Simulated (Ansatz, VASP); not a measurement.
# Zn2CdSe3: VASP beside Ansatz

```
Zn Cd Se
1.0
     4.14846    0.00000    0.00000
    -2.07423    3.59267    0.00000
     0.00000    0.00000   20.57005
Zn Cd Se
4 2 6
Direct
  0.33333 0.66667 0.99768
  0.33333 0.66667 0.33870
  0.66667 0.33333 0.49768
  0.66667 0.33333 0.83870
  0.33333 0.66667 0.67054
  0.66667 0.33333 0.17054
  0.33333 0.66667 0.11815
  0.33333 0.66667 0.45966
  0.33333 0.66667 0.80026
  0.66667 0.33333 0.30026
  0.66667 0.33333 0.61815
  0.66667 0.33333 0.95966
```

Alike in both runs: functional PBE; k mesh 6 × 6 × 2; occupations gaussian, width 0.02 eV; no spin polarisation.

Ansatz relaxed the structure, and its values are those at the end. VASP's run is a single point on that final structure, the one shown.

|  | VASP | Ansatz |
| --- | --- | --- |
| version | VASP 6.6.1 | Ansatz 0.2.0 |
| potentials or method | VASP PAW PBE potentials, release 64 (Zn, Cd, Se), cutoff 520 eV | scalar-relativistic, plane waves, PAW |
| valence electrons in the cell | 108 | 184 |

|  | VASP | Ansatz | Ansatz less VASP |
| --- | --- | --- | --- |
| gap on the k mesh at the Fermi level (eV) | 0.73 | 0.73 | +0.004 |
| least direct gap on the mesh (eV) | 0.73 | 0.73 | +0.004 |
| pressure (GPa) | 0.2 | 0.0 | -0.23 |
| rms of the force components (eV/Å) | 0.006 | 0.001 | -0.0043 |

VASP's potentials hold 108 valence electrons a cell and Ansatz's 184, so a difference there can come from the potentials and not from the codes.
